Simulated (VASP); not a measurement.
# AgBr (Fm-3m) in VASP: a series of runs

AgBr is run at these levels: r2SCAN; tasks: single point.

Everything below comes from runs of VASP 6.6.1. Logs are shortened: lines on timing, memory, paths and dates and some standing lists are left out, and cuts for length are marked.

## (1) The cell of the first run

It takes space group Fm-3m (No. 225, cubic). Conventional cell: a = 5.727 Å, b = 5.727 Å, c = 5.727 Å, α = 90.00°, β = 90.00°, γ = 90.00°. Ag (site symmetry m-3m) has 6 Br at 2.86 Å within 3.8 Å. Br (site symmetry m-3m) has 6 Ag at 2.86 Å within 3.8 Å.

## (2) Single point, r2SCAN (23.48 Å³/atom)

POSCAR

```
AgBr
1.0
    0.0000000000      2.8633434290      2.8633434290
    2.8633434290      0.0000000000      2.8633434290
    2.8633434290      2.8633434290      0.0000000000
Ag Br
1 1
Direct
    0.0000000000      0.0000000000      0.0000000000
    0.5000000000      0.5000000000      0.5000000000
```

INCAR.step1

```
SYSTEM = AgBr
PREC = Accurate ; ENCUT = 550
ISMEAR = 0 ; SIGMA = 0.02
LREAL = .FALSE. ; LASPH = .TRUE.
NELM = 120 ; NBANDS = 16
GGA = PE ; ALGO = Normal
EDIFF = 1E-5 ; LWAVE = .TRUE.
LCHARG = .FALSE. ; GGA_COMPAT = .FALSE.
```

INCAR.step2

```
SYSTEM = AgBr
PREC = Accurate ; ENCUT = 550
EDIFF = 1E-6 ; ISMEAR = 0
SIGMA = 0.02 ; LREAL = .FALSE.
LASPH = .TRUE. ; NELM = 120
ALGO = Normal ; ISIF = 2
LWAVE = .FALSE. ; LCHARG = .FALSE.
METAGGA = R2SCAN ; LMIXTAU = .TRUE.
NBANDS = 16 ; ISTART = 1
GGA_COMPAT = .FALSE.
```

KPOINTS

```
Automatic mesh
0
G
  8 8 8
  0 0 0
```

Potentials or basis: VASP PAW PBE potentials, release 64 (Ag, Br).

Launch:

```sh
$ cat potpaw_PBE.64/Ag/POTCAR potpaw_PBE.64/Br/POTCAR > POTCAR
$ cp INCAR.step1 INCAR
$ mpirun -np 1 vasp_std > vasp.out
$ cp INCAR.step2 INCAR
$ mpirun -np 1 vasp_std > vasp.out
```

OUTCAR:

```text
SYSTEM = AgBr
   PREC = Accurate
   ENCUT = 550
   EDIFF = 1E-6
   ISMEAR = 0
   LREAL = .FALSE.
   LASPH = .TRUE.
   NELM = 120
   ISIF = 2
   METAGGA = R2SCAN
   ISTART = 1

 ion  position               nearest neighbor table
   1  0.000  0.000  0.000-   2 2.86   2 2.86   2 2.86   2 2.86   2 2.86   2 2.86
   2  0.500  0.500  0.500-   1 2.86   1 2.86   1 2.86   1 2.86   1 2.86   1 2.86

  LATTYP: Found a face centered cubic cell.
 ALAT       =     5.7266868580

  Lattice vectors:

 A1 = (   0.0000000000,   2.8633434290,   2.8633434290)
 A2 = (   2.8633434290,   0.0000000000,   2.8633434290)
 A3 = (   2.8633434290,   2.8633434290,   0.0000000000)

Analysis of symmetry for initial positions (statically):
=====================================================================
 Subroutine PRICEL returns:
 Original cell was already a primitive cell.

 Routine SETGRP: Setting up the symmetry group for a
 face centered cubic supercell.

 Subroutine GETGRP returns: Found 48 space group operations
 (whereof 48 operations were pure point group operations)
 out of a pool of 48 trial point group operations.

The static configuration has the point symmetry O_h .

Analysis of symmetry for dynamics (positions and initial velocities):
=====================================================================
 Subroutine PRICEL returns:
 Original cell was already a primitive cell.

 Routine SETGRP: Setting up the symmetry group for a
 face centered cubic supercell.

 Subroutine GETGRP returns: Found 48 space group operations
 (whereof 48 operations were pure point group operations)
 out of a pool of 48 trial point group operations.

The dynamic configuration has the point symmetry O_h .

 Subroutine INISYM returns: Found 48 space group operations
 (whereof 48 operations are pure point group operations),
 and found     1 'primitive' translations

----------------------------------------------------------------------------------------

                                     Primitive cell

  volume of cell :      46.9516

  direct lattice vectors                    reciprocal lattice vectors
     0.000000000  2.863343429  2.863343429    -0.174621037  0.174621037  0.174621037
     2.863343429  0.000000000  2.863343429     0.174621037 -0.174621037  0.174621037
     2.863343429  2.863343429  0.000000000     0.174621037  0.174621037 -0.174621037

  length of vectors
     4.049379111  4.049379111  4.049379111     0.302452509  0.302452509  0.302452509

  position of ions in fractional coordinates (direct lattice)
     0.000000000  0.000000000  0.000000000
     0.500000000  0.500000000  0.500000000

  ion indices of the primitive-cell ions
   primitive index   ion index
                 1           1
                 2           2

----------------------------------------------------------------------------------------

 KPOINTS: Automatic mesh

Automatic generation of k-mesh.
 Grid dimensions read from file:
 generate k-points for:    8    8    8

 Generating k-lattice:

  Cartesian coordinates                     Fractional coordinates (reciprocal lattice)
    -0.021827630  0.021827630  0.021827630     0.125000000  0.000000000  0.000000000
     0.021827630 -0.021827630  0.021827630     0.000000000  0.125000000  0.000000000
     0.021827630  0.021827630 -0.021827630     0.000000000  0.000000000  0.125000000

  Length of vectors
     0.037806564  0.037806564  0.037806564

  Shift w.r.t. Gamma in fractional coordinates (k-lattice)
     0.000000000  0.000000000  0.000000000

 Subroutine IBZKPT returns following result:
 ===========================================

 Found     29 irreducible k-points:

 Following reciprocal coordinates:
            Coordinates               Weight
  0.000000  0.000000  0.000000      1.000000
  0.125000  0.000000  0.000000      8.000000
  0.250000  0.000000  0.000000      8.000000
  0.375000  0.000000  0.000000      8.000000
  0.500000  0.000000  0.000000      4.000000
  0.125000  0.125000  0.000000      6.000000
[... 16 lines left out ...]
  0.500000  0.250000  0.125000     48.000000
 -0.375000  0.250000  0.125000     24.000000
 [... further k-points ...]
   k-points           NKPTS =     29   k-points in BZ     NKDIM =     29   number of bands    NBANDS=     16
   number of dos      NEDOS =    301   number of ions     NIONS =      2
   total plane-waves  NPLWV =  32768
   dimension x,y,z NGX =    32 NGY =   32 NGZ =   32
   dimension x,y,z NGXF=    64 NGYF=   64 NGZF=   64
   ions per type =               1   1
   NGX,Y,Z   is equivalent  to a cutoff of  13.14, 13.14, 13.14 a.u.
   NGXF,Y,Z  is equivalent  to a cutoff of  26.27, 26.27, 26.27 a.u.
 SYSTEM =  AgBr
   PREC   = accura    normal or accurate (medium, high low for compatibility)
   ISTART =      1    job   : 0-new  1-cont  2-samecut
   ICHARG =      0    charge: 1-file 2-atom 10-const
   ISPIN  =      1    spin polarized calculation?
   LNONCOLLINEAR =      F non collinear calculations
   LSORBIT =      F    spin-orbit coupling
   LASPH  =      T    aspherical Exc in radial PAW
   ENCUT  =  550.0 eV  40.42 Ry    6.36 a.u.   7.74  7.74  7.74*2*pi/ulx,y,z
   NELM   =    120;   NELMIN=  2; NELMDL=  0     # of ELM steps
   EDIFF  = 0.1E-05   stopping-criterion for ELM
   LREAL  =      F    real-space projection
   EDIFFG = 0.1E-04   stopping-criterion for IOM
   NSW    =      0    number of steps for IOM
   IBRION =     -1    ionic relax: 0-MD 1-quasi-New 2-CG
   NFREE  =      0    steps in history (QN), initial steepest desc. (CG)
   ISIF   =      2    stress and relaxation
   ISYM   =      2    0-nonsym 1-usesym 2-fastsym
   POTIM  = 0.5000    time-step for ionic-motion
   TEBEG  =    0.0;   TEEND  =   0.0 temperature during run
   PSTRESS=    0.0 pullay stress
   NELECT =      18.0000    total number of electrons
   NUPDOWN=      -1.0000    fix difference up-down
   EMIN   =  10.00;   EMAX   =-10.00  energy-range for DOS
   EFERMI =   0.00;   METHOD = LEGACY
   ISMEAR =     0;   SIGMA  =   0.02  broadening in eV -4-tet -1-fermi 0-gaus
   EFERMI_NEDOS =   21; number of points for ismear=-14 and -15
   IALGO  =     38    algorithm
   IMIX   =      4    mixing-type and parameters
     AMIX     =   0.40;   BMIX     =  1.00
     AMIX_MAG =   1.60;   BMIX_MAG =  1.00
  volume/ion in A,a.u.               =      23.48       158.42
  Fermi-wavevector in a.u.,A,eV,Ry     =   1.189275  2.247404 19.243735  1.414375
  Thomas-Fermi vector in A             =   2.325386
   LORBIT       =      0    0 simple, 1 ext, 2 COOP (PROOUT), +10 PAW based schemes
   METAGGA = R2SCAN    functional components
   LHFCALC =     F    Hartree Fock is set to
   AEXX    =    0.0000 exact exchange contribution
   IVDW    =     0    specifies the selected vdW correction
   LEPSILON=     F    determine dielectric tensor
   LRPA    =     F    only Hartree local field effects (RPA)
 non-spin polarized calculation
 Gauss-broadening in eV      SIGMA  =   0.02
  energy-cutoff  :      550.00
  volume of cell :       46.95
 maximum number of plane-waves:      1387
   NGX = 15   NGY = 15   NGZ = 15

 number of electron      17.9999999 magnetization

 Free energy of the ion-electron system (eV)
  ---------------------------------------------------
  ext. energy  EPLUGINS =         0.00000000
  ---------------------------------------------------
  free energy    TOTEN  =       -35.50781632 eV

  energy without entropy =      -35.50781632  energy(sigma->0) =      -35.50781632

 E-fermi :   3.4950     XC(G=0): -10.4091

 val. band max:        3.4099389562   @ k =   0.5000   0.0000   0.0000
 cond. band min:       4.6565580738   @ k =   0.0000   0.0000   0.0000
 fundamental gap:      1.2466191175
 Fermi energy:         3.4950179585

 k-point     1 :       0.0000    0.0000    0.0000
  band No.  band energies     occupation
      1     -12.2477      2.00000
      2       0.5989      2.00000
      3       0.5989      2.00000
      4       0.5989      2.00000
      5       0.6058      2.00000
      6       0.6058      2.00000
[... 8 lines left out ...]
     15      16.1052      0.00000
     16      16.1052      0.00000

 k-point     2 :       0.1250    0.0000    0.0000
  band No.  band energies     occupation
      1     -12.1848      2.00000
      2       0.1468      2.00000
      3       0.1468      2.00000
      4       0.1990      2.00000
      5       0.6426      2.00000
      6       0.6426      2.00000
[... 8 lines left out ...]
     15      15.0285      0.00000
     16      15.4205      0.00000

 k-point     3 :       0.2500    0.0000    0.0000
  band No.  band energies     occupation
      1     -12.0263      2.00000
      2      -0.8349      2.00000
      3      -0.4065      2.00000
      4      -0.4065      2.00000
      5       0.7491      2.00000
      6       0.7491      2.00000
[... 8 lines left out ...]
     15      15.3821      0.00000
     16      15.3821      0.00000

 k-point     4 :       0.3750    0.0000    0.0000
  band No.  band energies     occupation
      1     -11.8570      2.00000
      2      -1.6751      2.00000
      3      -0.7720      2.00000
      4      -0.7720      2.00000
      5       0.8592      2.00000
      6       0.8592      2.00000
[... 8 lines left out ...]
     15      16.4612      0.00000
     16      16.4612      0.00000

 k-point     5 :       0.5000    0.0000    0.0000
  band No.  band energies     occupation
      1     -11.7831      2.00000
      2      -1.9865      2.00000
      3      -0.8983      2.00000
      4      -0.8983      2.00000
      5       0.9060      2.00000
      6       0.9060      2.00000
[... 8 lines left out ...]
     15      17.2679      0.00000
     16      17.2679      0.00000

 k-point     6 :       0.1250    0.1250    0.0000
  band No.  band energies     occupation
      1     -12.1660      2.00000
      2      -0.3387      2.00000
      3       0.4407      2.00000
      4       0.4407      2.00000
      5       0.5585      2.00000
      6       0.6289      2.00000
[... 8 lines left out ...]
     15      16.7701      0.00000
     16      17.2197      0.00000

 k-point     7 :       0.2500    0.1250    0.0000
  band No.  band energies     occupation
      1     -12.0446      2.00000
      2      -0.9034      2.00000
      3      -0.0551      2.00000
      4      -0.0177      2.00000
      5       0.6260      2.00000
      6       0.7579      2.00000
[... 8 lines left out ...]
     15      16.6244      0.00000
     16      16.7602      0.00000

 k-point     8 :       0.3750    0.1250    0.0000
  band No.  band energies     occupation
      1     -11.8839      2.00000
      2      -1.4406      2.00000
      3      -0.6625      2.00000
      4      -0.5106      2.00000
      5       0.7472      2.00000
      6       0.8772      2.00000
[... 8 lines left out ...]
     15      16.7886      0.00000
     16      17.2011      0.00000

 k-point     9 :       0.5000    0.1250    0.0000
  band No.  band energies     occupation
      1     -11.7792      2.00000
      2      -1.8013      2.00000
      3      -0.8791      2.00000
      4      -0.8047      2.00000
      5       0.8598      2.00000
      6       0.9179      2.00000
[... 8 lines left out ...]
     15      17.4253      0.00000
     16      17.7026      0.00000
[... 172 lines left out ...]
 k-point    19 :       0.5000    0.3750    0.0000
  band No.  band energies     occupation
      1     -11.7579      2.00000
      2      -1.0879      2.00000
      3      -0.2042      2.00000
      4      -0.0626      2.00000
      5       0.5952      2.00000
      6       0.9731      2.00000
[... 8 lines left out ...]
     15      18.4939      0.00000
     16      19.2040      0.00000

 k-point    20 :      -0.3750    0.3750    0.0000
  band No.  band energies     occupation
      1     -11.7308      2.00000
      2      -0.9136      2.00000
      3      -0.8658      2.00000
      4      -0.5045      2.00000
      5       0.7494      2.00000
      6       0.9586      2.00000
[... 8 lines left out ...]
     15      17.0569      0.00000
     16      19.8858      0.00000

 k-point    21 :       0.5000    0.5000    0.0000
  band No.  band energies     occupation
      1     -11.7531      2.00000
      2      -1.0240      2.00000
      3       0.3254      2.00000
      4       0.4369      2.00000
      5       0.4369      2.00000
      6       0.7654      2.00000
[... 8 lines left out ...]
     15      18.9246      0.00000
     16      18.9246      0.00000

 k-point    22 :       0.3750    0.2500    0.1250
  band No.  band energies     occupation
      1     -11.9270      2.00000
      2      -1.2695      2.00000
      3      -0.4705      2.00000
      4      -0.0732      2.00000
      5       0.6950      2.00000
      6       0.8425      2.00000
[... 8 lines left out ...]
     15      17.5389      0.00000
     16      18.2323      0.00000

 k-point    23 :       0.5000    0.2500    0.1250
  band No.  band energies     occupation
      1     -11.8041      2.00000
      2      -1.4883      2.00000
      3      -0.7729      2.00000
      4      -0.4851      2.00000
      5       0.7919      2.00000
      6       0.9134      2.00000
[... 8 lines left out ...]
     15      17.9007      0.00000
     16      18.2163      0.00000

 k-point    24 :      -0.3750    0.2500    0.1250
  band No.  band energies     occupation
      1     -11.7516      2.00000
      2      -1.5543      2.00000
      3      -0.8067      2.00000
      4      -0.7761      2.00000
      5       0.8593      2.00000
      6       0.9129      2.00000
[... 8 lines left out ...]
     15      16.7721      0.00000
     16      18.4896      0.00000

 [... further k-points ...]
[... 5 lines left out ...]
  --------------------------------------------------------------------------------------
  -------------------------------------------------------------------------------------
  Total        0.4230955      0.4230955      0.4230955      0.0000000     -0.0000000      0.0000000
  in kB       14.4377206     14.4377206     14.4377206      0.0000000     -0.0000000      0.0000000
  external PRESSURE =      14.4377206 kB  Pullay stress =       0.0000000 kB

 VOLUME and BASIS-vectors are now :
 -----------------------------------------------------------------------------
  energy-cutoff  :      550.00
  volume of cell :       46.95
      direct lattice vectors                 reciprocal lattice vectors
     0.000000000  2.863343429  2.863343429    -0.174621037  0.174621037  0.174621037
     2.863343429  0.000000000  2.863343429     0.174621037 -0.174621037  0.174621037
     2.863343429  2.863343429  0.000000000     0.174621037  0.174621037 -0.174621037

 POSITION                                       TOTAL-FORCE (eV/Angst)
 -----------------------------------------------------------------------------------
      0.00000      0.00000      0.00000         0.000000     -0.000000      0.000000
      2.86334      2.86334      2.86334        -0.000000      0.000000     -0.000000
 -----------------------------------------------------------------------------------
    total drift:                                0.000000     -0.000000     -0.000000

  FREE ENERGIE OF THE ION-ELECTRON SYSTEM (eV)
  ---------------------------------------------------
  free  energy   TOTEN  =       -35.5078163152 eV

  energy  without entropy=      -35.5078163152  energy(sigma->0) =      -35.50781632
```

It took 69 s on 1 thread of Intel Xeon Platinum 8259CL at 2.50GHz (Skylake/Cascade Lake), shared host; peak memory 0.2 GiB.

What came out:

```yaml
Free_energy: -35.5078 eV
Pressure: 1.4 GPa
Band_gap_on_the_k_mesh: 1.25 eV (least direct gap 3.31 eV)
```

Caveat: the PAW data sets were made with another functional, which shifts forces and pressure a little. r2SCAN opens gaps a little over a GGA but as a rule still falls short of measured ones.

## (3) Single point, r2SCAN

This run uses another cell than the first one, of 24.20 Å³/atom.

POSCAR

```
AgBr
1.0
    0.0000000000      2.8925632373      2.8925632373
    2.8925632373      0.0000000000      2.8925632373
    2.8925632373      2.8925632373      0.0000000000
Ag Br
1 1
Direct
    0.0000000000      0.0000000000      0.0000000000
    0.5000000000      0.5000000000      0.5000000000
```

INCAR.step1

```
  PREC = Accurate
  ENCUT = 550
  ISMEAR = 0
  SIGMA = 0.02
  LREAL = F
  LASPH = T
  NELM = 120
  NBANDS = 16
  GGA = PE
  ALGO = Normal
  EDIFF = 1E-5
  LWAVE = T
  LCHARG = F
  GGA_COMPAT = F
```

INCAR.step2

```
  PREC = Accurate
  ENCUT = 550
  EDIFF = 1E-6
  ISMEAR = 0
  SIGMA = 0.02
  LREAL = F
  LASPH = T
  NELM = 120
  ALGO = Normal
  ISIF = 2
  LWAVE = F
  LCHARG = F
  METAGGA = R2SCAN
  LMIXTAU = T
  NBANDS = 16
  ISTART = 1
  GGA_COMPAT = F
```

KPOINTS

```
regular mesh
0
Gamma
  8 8 8
```

Potentials or basis: VASP PAW PBE potentials, release 64 (Ag, Br).

Launch:

```sh
$ cat potpaw_PBE.64/Ag/POTCAR potpaw_PBE.64/Br/POTCAR > POTCAR
$ cp INCAR.step1 INCAR
$ mpirun -np 1 vasp_std > vasp.out
$ cp INCAR.step2 INCAR
$ mpirun -np 1 vasp_std > vasp.out
```

Run time: 70 s. Hardware: 1 thread of Intel Xeon Platinum 8259CL at 2.50GHz (Skylake/Cascade Lake), shared host; peak memory 0.2 GiB.

Results (log left out):

| Quantity | Value |
| --- | --- |
| Free energy | -35.5144 eV |
| Pressure | -0.1 GPa |
| Band gap on the k mesh | 1.25 eV (least direct gap 3.19 eV) |

Levels at points of the mesh, in eV from the valence-band top:
```
           k point  band 7  band 8  band 9  band 10  band 11  band 12
(0.00, 0.00, 0.00)   -1.94   -1.94   -1.94     1.25    10.42    10.42
(0.50, 0.00, 0.00)   -2.06    0.00    0.00     4.30     7.09     7.41
(0.50, 0.50, 0.00)   -2.30   -2.30   -2.19     2.19     7.45     9.61
```

Caveat: the PAW data sets were made with another functional, which shifts forces and pressure a little. r2SCAN opens gaps a little over a GGA but as a rule still falls short of measured ones.
